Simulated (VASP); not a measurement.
# ZrB2 (P6/mmm) in VASP: a series of runs, part 2 of 2

VASP 6.6.1. The steps go on from the part before.

**4. Single point, PBEsol+D4**

This run uses another cell than the first one, of 10.04 Å³/atom, 1.021 times its volume.

INCAR

```
SYSTEM = ZrB2
  PREC = Accurate
  ENCUT = 520
  EDIFF = 1E-7
  ISMEAR = -1
  SIGMA = 0.05
  LREAL = .FALSE.
  LASPH = .TRUE.
  NELM = 100
  ALGO = Normal
  ISIF = 2
  LWAVE = .FALSE.
  LCHARG = .TRUE.
  GGA = PS
  IVDW = 13
  LELF = .TRUE.
  LVHAR = .TRUE.
  NBANDS = 16
```

KPOINTS

```
regular mesh
0
G
  10 10 8
  0 0 0
```

POSCAR

```
ZrB2
1.0
    3.1487241912      0.0000000000      0.0000000000
   -1.5743620956      2.7268751391      0.0000000000
    0.0000000000      0.0000000000      3.5092878761
Zr B
1 2
Direct
    0.0000000000      0.0000000000      0.0000000000
    0.6666666667      0.3333333333      0.5000000000
    0.3333333333      0.6666666667      0.5000000000
```

Potentials or basis: VASP PAW PBE potentials, release 64 (Zr_sv, B).

Started as:

```bash
$ cat potpaw_PBE.64/Zr_sv/POTCAR potpaw_PBE.64/B/POTCAR > POTCAR
$ mpirun -np 1 vasp_std > vasp.out
```

OUTCAR:

```text
SYSTEM = ZrB2
   PREC = Accurate
   ENCUT = 520
   EDIFF = 1E-7
   ISMEAR = -1
   LREAL = .FALSE.
   LASPH = .TRUE.
   NELM = 100
   ISIF = 2
   GGA = PS
   IVDW = 13

 ion  position               nearest neighbor table
   1  0.000  0.000  0.000-   2 2.53   3 2.53   2 2.53   3 2.53   2 2.53   2 2.53   3 2.53   3 2.53
                             2 2.53   2 2.53   3 2.53   3 2.53
   2  0.667  0.333  0.500-   3 1.82   3 1.82   3 1.82   1 2.53   1 2.53   1 2.53   1 2.53   1 2.53
                             1 2.53
   3  0.333  0.667  0.500-   2 1.82   2 1.82   2 1.82   1 2.53   1 2.53   1 2.53   1 2.53   1 2.53
                             1 2.53

  LATTYP: Found a hexagonal cell.
 ALAT       =     3.1487241912
 C/A-ratio  =     1.1145110410

  Lattice vectors:

 A1 = (   3.1487241912,   0.0000000000,   0.0000000000)
 A2 = (  -1.5743620956,   2.7268751391,   0.0000000000)
 A3 = (   0.0000000000,   0.0000000000,   3.5092878761)

Analysis of symmetry for initial positions (statically):
=====================================================================
 Subroutine PRICEL returns:
 Original cell was already a primitive cell.

 Routine SETGRP: Setting up the symmetry group for a
 hexagonal supercell.

 Subroutine GETGRP returns: Found 24 space group operations
 (whereof 24 operations were pure point group operations)
 out of a pool of 24 trial point group operations.

The static configuration has the point symmetry D_6h.

Analysis of symmetry for dynamics (positions and initial velocities):
=====================================================================
 Subroutine PRICEL returns:
 Original cell was already a primitive cell.

 Routine SETGRP: Setting up the symmetry group for a
 hexagonal supercell.

 Subroutine GETGRP returns: Found 24 space group operations
 (whereof 24 operations were pure point group operations)
 out of a pool of 24 trial point group operations.

The dynamic configuration has the point symmetry D_6h.

 Subroutine INISYM returns: Found 24 space group operations
 (whereof 24 operations are pure point group operations),
 and found     1 'primitive' translations

----------------------------------------------------------------------------------------

                                     Primitive cell

  volume of cell :      30.1314

  direct lattice vectors                    reciprocal lattice vectors
     3.148724191  0.000000000  0.000000000     0.317588947  0.183360064  0.000000000
    -1.574362096  2.726875139  0.000000000     0.000000000  0.366720128  0.000000000
     0.000000000  0.000000000  3.509287876     0.000000000  0.000000000  0.284958098

  length of vectors
     3.148724191  3.148724191  3.509287876     0.366720128  0.366720128  0.284958098

  position of ions in fractional coordinates (direct lattice)
     0.000000000  0.000000000  0.000000000
     0.666666667  0.333333333  0.500000000
     0.333333333  0.666666667  0.500000000

  ion indices of the primitive-cell ions
   primitive index   ion index
                 1           1
                 2           2
                 3           3
[... 20 lines left out ...]
     0.000000000  0.000000000  0.000000000

 Subroutine IBZKPT returns following result:
 ===========================================

 Found     70 irreducible k-points:

 Following reciprocal coordinates:
            Coordinates               Weight
  0.000000  0.000000  0.000000      1.000000
  0.100000  0.000000  0.000000      6.000000
  0.200000  0.000000  0.000000      6.000000
  0.300000  0.000000  0.000000      6.000000
  0.400000 -0.000000  0.000000      6.000000
  0.500000  0.000000  0.000000      3.000000
[... 16 lines left out ...]
  0.300000  0.100000  0.125000     24.000000
  0.400000  0.100000  0.125000     24.000000
 [... further k-points ...]
   k-points           NKPTS =     70   k-points in BZ     NKDIM =     70   number of bands    NBANDS=     16
   number of dos      NEDOS =    301   number of ions     NIONS =      3
   total plane-waves  NPLWV =  16128
   dimension x,y,z NGX =    24 NGY =   24 NGZ =   28
   dimension x,y,z NGXF=    48 NGYF=   48 NGZF=   56
   ions per type =               1   2
   NGX,Y,Z   is equivalent  to a cutoff of  12.67, 12.67, 13.26 a.u.
   NGXF,Y,Z  is equivalent  to a cutoff of  25.34, 25.34, 26.53 a.u.
 SYSTEM =  ZrB2
   PREC   = accura    normal or accurate (medium, high low for compatibility)
   ISTART =      0    job   : 0-new  1-cont  2-samecut
   ICHARG =      2    charge: 1-file 2-atom 10-const
   ISPIN  =      1    spin polarized calculation?
   LNONCOLLINEAR =      F non collinear calculations
   LSORBIT =      F    spin-orbit coupling
   LASPH  =      T    aspherical Exc in radial PAW
   ENCUT  =  520.0 eV  38.22 Ry    6.18 a.u.   5.85  5.85  6.52*2*pi/ulx,y,z
   NELM   =    100;   NELMIN=  2; NELMDL= -5     # of ELM steps
   EDIFF  = 0.1E-06   stopping-criterion for ELM
   LREAL  =      F    real-space projection
   EDIFFG = 0.1E-05   stopping-criterion for IOM
   NSW    =      0    number of steps for IOM
   IBRION =     -1    ionic relax: 0-MD 1-quasi-New 2-CG
   NFREE  =      0    steps in history (QN), initial steepest desc. (CG)
   ISIF   =      2    stress and relaxation
   ISYM   =      2    0-nonsym 1-usesym 2-fastsym
   POTIM  = 0.5000    time-step for ionic-motion
   TEBEG  =    0.0;   TEEND  =   0.0 temperature during run
   PSTRESS=    0.0 pullay stress
   NELECT =      18.0000    total number of electrons
   NUPDOWN=      -1.0000    fix difference up-down
   EMIN   =  10.00;   EMAX   =-10.00  energy-range for DOS
   EFERMI =   0.00;   METHOD = LEGACY
   ISMEAR =    -1;   SIGMA  =   0.05  broadening in eV -4-tet -1-fermi 0-gaus
   EFERMI_NEDOS =   21; number of points for ismear=-14 and -15
   IALGO  =     38    algorithm
   IMIX   =      4    mixing-type and parameters
     AMIX     =   0.40;   BMIX     =  1.00
     AMIX_MAG =   1.60;   BMIX_MAG =  1.00
  volume/ion in A,a.u.               =      10.04        67.78
  Fermi-wavevector in a.u.,A,eV,Ry     =   1.378773  2.605503 25.864872  1.901014
  Thomas-Fermi vector in A             =   2.503804
   LORBIT       =      0    0 simple, 1 ext, 2 COOP (PROOUT), +10 PAW based schemes
   GGA     = PS    functional components
   LHFCALC =     F    Hartree Fock is set to
   AEXX    =    0.0000 exact exchange contribution
   IVDW    =    13    specifies the selected vdW correction
   LEPSILON=     F    determine dielectric tensor
   LRPA    =     F    only Hartree local field effects (RPA)
 non-spin polarized calculation
  energy-cutoff  :      520.00
  volume of cell :       30.13
 maximum number of plane-waves:       828
 NGX is ok and might be reduce to    24
   NGX = 11   NGY = 11   NGZ = 13

 number of electron      18.0000000 magnetization

 Free energy of the ion-electron system (eV)
  ---------------------------------------------------
  ext. energy  EPLUGINS =         0.00000000
  ---------------------------------------------------
  free energy    TOTEN  =       -26.39932010 eV

  energy without entropy =      -26.39656219  energy(sigma->0) =      -26.39794114

 E-fermi :  10.5456     XC(G=0): -12.6328

 val. band max:       10.5092016195   @ k =   0.2000   0.2000   0.1250
 cond. band min:      10.7109142687   @ k =   0.1000   0.0000   0.5000
 fundamental gap:      0.2017126492
 Fermi energy:        10.5455535357

 k-point     1 :       0.0000    0.0000    0.0000
  band No.  band energies     occupation
      1     -37.7912      2.00000
      2     -16.0255      2.00000
      3     -15.4361      2.00000
      4     -15.4361      2.00000
      5      -2.1366      2.00000
      6       7.9832      2.00000
[... 433 lines left out ...]
      3     -15.8831      2.00000
      4     -15.7195      2.00000
      5       1.3730      2.00000
      6       2.6256      2.00000
[... 8 lines left out ...]
     15      19.1924      0.00000
     16      20.9954      0.00000

 [... further k-points ...]

------------------------ aborting loop because EDIFF is reached ----------------------------------------

  DFT-D4 for vdW energy calculation

  Edisp (eV):   -0.55514

  FORCE on cell =-STRESS in cart. coord.  units (eV):
  Direction    XX          YY          ZZ          XY          YZ          ZX
  --------------------------------------------------------------------------------------
  -------------------------------------------------------------------------------------
  Total      -0.30467    -0.30467    -0.63193     0.00000    -0.00000    -0.00000
  in kB     -16.20002   -16.20002   -33.60185     0.00000    -0.00000    -0.00000
  external pressure =      -22.00 kB  Pullay stress =        0.00 kB

 VOLUME and BASIS-vectors are now :
 -----------------------------------------------------------------------------
  energy-cutoff  :      520.00
  volume of cell :       30.13
      direct lattice vectors                 reciprocal lattice vectors
     3.148724191  0.000000000  0.000000000     0.317588947  0.183360064  0.000000000
    -1.574362096  2.726875139  0.000000000     0.000000000  0.366720128  0.000000000
     0.000000000  0.000000000  3.509287876     0.000000000  0.000000000  0.284958098

 POSITION                                       TOTAL-FORCE (eV/Angst)
 -----------------------------------------------------------------------------------
      0.00000      0.00000      0.00000         0.000000      0.000000      0.000000
      1.57436      0.90896      1.75464        -0.000000      0.000000      0.000000
     -0.00000      1.81792      1.75464         0.000000      0.000000     -0.000000
 -----------------------------------------------------------------------------------
    total drift:                               -0.000000      0.000000     -0.000000

  FREE ENERGIE OF THE ION-ELECTRON SYSTEM (eV)
  ---------------------------------------------------
  free  energy   TOTEN  =       -26.9544605385 eV

  energy  without entropy=      -26.9517026340  energy(sigma->0) =      -26.95308159
```

OSZICAR:

```text
N       E                     dE             d eps       ncg     rms          rms(c)
DAV:   1     0.103139323687E+03    0.10314E+03   -0.97386E+03  2240   0.113E+03
DAV:   2    -0.248823091235E+02   -0.12802E+03   -0.12261E+03  2976   0.291E+02
DAV:   3    -0.289309700390E+02   -0.40487E+01   -0.40232E+01  3288   0.449E+01
DAV:   4    -0.289805545371E+02   -0.49584E-01   -0.49571E-01  2864   0.470E+00
DAV:   5    -0.289815869530E+02   -0.10324E-02   -0.10324E-02  3264   0.450E-01    0.232E+01
DAV:   6    -0.264566527661E+02    0.25249E+01   -0.54128E+00  2872   0.159E+01    0.959E+00
DAV:   7    -0.264027638204E+02    0.53889E-01   -0.60539E-01  3104   0.494E+00    0.342E+00
DAV:   8    -0.264035839689E+02   -0.82015E-03   -0.10264E-01  2632   0.256E+00    0.399E-01
DAV:   9    -0.263996721066E+02    0.39119E-02   -0.19868E-02  2760   0.105E+00    0.208E-01
DAV:  10    -0.263993151446E+02    0.35696E-03   -0.17313E-03  2584   0.388E-01    0.349E-02
DAV:  11    -0.263993221769E+02   -0.70323E-05   -0.60602E-05  3024   0.724E-02    0.116E-02
DAV:  12    -0.263993203134E+02    0.18635E-05   -0.26077E-06  2752   0.138E-02    0.630E-03
DAV:  13    -0.263993201047E+02    0.20877E-06   -0.48977E-07  3080   0.614E-03    0.157E-03
DAV:  14    -0.263993200958E+02    0.88319E-08   -0.27468E-08  1448   0.156E-03
   1 F= -.26954461E+02 E0= -.26953082E+02  d E =-.275790E-02
```

stdout:

```text
POSCAR found type information on POSCAR ZrB
 POSCAR found :  2 types and       3 ions
 scaLAPACK will be used
 -----------------------------------------------------------------------------
|                                                                             |
|                                                                             |
|     You enforced a specific xc type in the INCAR file but a different       |
|     I HOPE YOU KNOW WHAT YOU ARE DOING!                                     |
|                                                                             |
 -----------------------------------------------------------------------------

 LDA part: xc-table for (Slater+PW92), standard interpolation
 POSCAR, INCAR and KPOINTS ok, starting setup
 FFT: planning ... GRIDC
 FFT: planning ... GRID_SOFT
 FFT: planning ... GRID
 WAVECAR not read
 entering main loop
```

It took 50 s on 1 thread of Intel Xeon 6975P-C, shared host; peak memory 0.16 GiB.

Results:

```
Free energy                : -26.9545 eV
Pressure                   : -2.2 GPa
Band gap on the k mesh     : zero (band 9 reaches 11.22 eV, above the bottom of band 10 at 10.40 eV)
Dispersion energy per atom : -0.185 eV
```

Caveat: the PAW data sets were made with another functional, which shifts forces and pressure a little; pairwise dispersion overbinds metals, which lowers pressure and volume.

**5. Summary**

```tsv
level	cell	gap on the mesh (eV)	pressure (GPa)
PBEsol+D4	a = 3.127, b = 3.127, c = 3.485 Å, angles 90.0, 90.0, 120.0°, 3 atoms	none	3.1
PBE+D3(BJ)	a = 3.149, b = 3.149, c = 3.509 Å, angles 90.0, 90.0, 120.0°, 3 atoms	none	-0.4
PBEsol+D4	a = 3.149, b = 3.149, c = 3.509 Å, angles 90.0, 90.0, 120.0°, 3 atoms	none	-2.2
```

Alike in all rows: task single point; potentials or basis VASP PAW PBE potentials, release 64 (Zr_sv, B); no spin polarisation; k mesh 10 × 10 × 8; cutoff (eV) 520; smearing fermi-dirac 0.05 eV.

Caveats: pairwise dispersion overbinds metals, which lowers pressure and volume; the PAW data sets were made with another functional, which shifts forces and pressure a little (some runs).

Absolute energies hang on the potentials; compare differences alone.
